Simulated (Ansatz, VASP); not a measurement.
# Two plane-wave programs on Al2GaAs3

```xyz
6
Lattice="-1.9268 1.9268 8.1748 1.9268 -1.9268 8.1748 1.9268 1.9268 -8.1748" Properties=species:S:1:pos:R:3 pbc="T T T"
Al    0.0000    0.0000   13.6246
Al    0.0000    0.0000    2.7249
Ga    0.0000    0.0000    8.1748
As    1.9268    0.0000    6.8123
As    1.9268    0.0000    1.3625
As    0.0000    1.9268    4.0874
```

Alike in both runs: task relaxation of cell and atoms; functional PBE; k mesh 6 × 6 × 6; occupations gaussian, width 0.1 eV; no spin polarisation.

```csv
,VASP,Ansatz
version,VASP 6.6.1,Ansatz 0.2.0
potentials or method,"VASP PAW PBE potentials, release 64 (Al, Ga_d, As), cutoff 600 eV","scalar-relativistic, plane waves, PAW"
valence electrons in the cell,34,64
```

VASP gave:

* gap on the k mesh at the Fermi level, each at its own relaxed structure (eV): 1.10
* relaxed volume (Å³/atom): 23.62
* relaxed cell length with the largest relative difference (Å): 9.064

Q: Estimate Ansatz's values.

A: gap on the k mesh at the Fermi level, each at its own relaxed structure (eV): 1.12; relaxed volume (Å³/atom): 23.55; relaxed cell length with the largest relative difference (Å): 9.046.

VASP's potentials hold 34 valence electrons a cell and Ansatz's 64, so a difference there can come from the potentials and not from the codes.

Noted on VASP's run: the volume moved by over 15 % at a fixed basis, so the end points are rough.
